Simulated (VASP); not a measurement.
Wanted: the native input for a VASP 6.6.1 run.

* Task: relaxation of cell and atoms
* Functional: PBE
* Potentials or basis: VASP PAW PBE potentials, release 64 (Nb_sv, C)
* Cutoff: 600 eV
* k mesh: 3 × 3 × 6
* Occupations: gaussian, width 0.1 eV
* Spin: no spin polarisation
* Dipole correction: no
* Further INCAR settings: ALGO = Normal; EDIFF = 1e-07; IBRION = 2; EDIFFG = -0.04; NSW = 90; ISIF = 3

The structure of Nb3C lies in POSCAR:

```
Nb3C
1.0
    6.0981574700      0.0000000000      0.0000000000
   -3.0490787300      5.2811592800      0.0000000000
    0.0000000000      0.0000000000      3.3984329700
Nb C
6 2
Direct
    0.2971000100      0.3829000000      0.2500000000
    0.9142000100      0.2971000100      0.7500000000
    0.6171000000      0.9142000100      0.2500000000
    0.7028999900      0.6171000000      0.7500000000
    0.0857999900      0.7028999900      0.2500000000
    0.3829000000      0.0857999900      0.7500000000
    0.6666666700      0.3333333300      0.2500000000
    0.3333333300      0.6666666700      0.7500000000
```

The cell was built from a structure type or drawn by symmetry, and may not be a known phase.

One way to write it, as run:

INCAR

```
SYSTEM = Nb3C
PREC = Accurate
ENCUT = 600
EDIFF = 1E-7
ISMEAR = 0
SIGMA = 0.1
LREAL = .FALSE.
LASPH = .TRUE.
NELM = 80
ALGO = Normal
ISIF = 3
LWAVE = .FALSE.
LCHARG = .FALSE.
GGA = PE
IBRION = 2
NSW = 90
EDIFFG = -0.04
```

KPOINTS

```
Automatic mesh
0
G
  3 3 6
  0 0 0
```

Potentials or basis: VASP PAW PBE potentials, release 64 (Nb_sv, C).

Run with:

```bash
$ cat potpaw_PBE.64/Nb_sv/POTCAR potpaw_PBE.64/C/POTCAR > POTCAR
$ mpirun -np 1 vasp_std > vasp.out
```

Results of the run:

```
Relaxed volume                        : 15.20 Å³/atom
Relaxed cell                          : a = 6.551 Å, b = 6.551 Å, c = 3.271 Å, α = 90.00°, β = 90.00°, γ = 120.00°
Space group after relaxing (to 0.1 Å) : P6_3/m (No. 176)
Energy gained by relaxing             : 173.3 meV/atom
Ionic steps                           : 11
Pressure after relaxing               : -0.2 GPa
Largest force after relaxing          : 0.040 eV/Å
Band gap on the k mesh                : zero (bands 43 and 44 overlap by 1.21 eV)
```

Caveat: the k points lie up to 0.37 Å⁻¹ apart in the final cell, too coarse for converged energies and pressures of a metal.

Wall time 7 min on 1 thread of Intel(R) Xeon(R) 6975P-C (Granite Rapids) (shared host), peak memory 0.29 GiB.
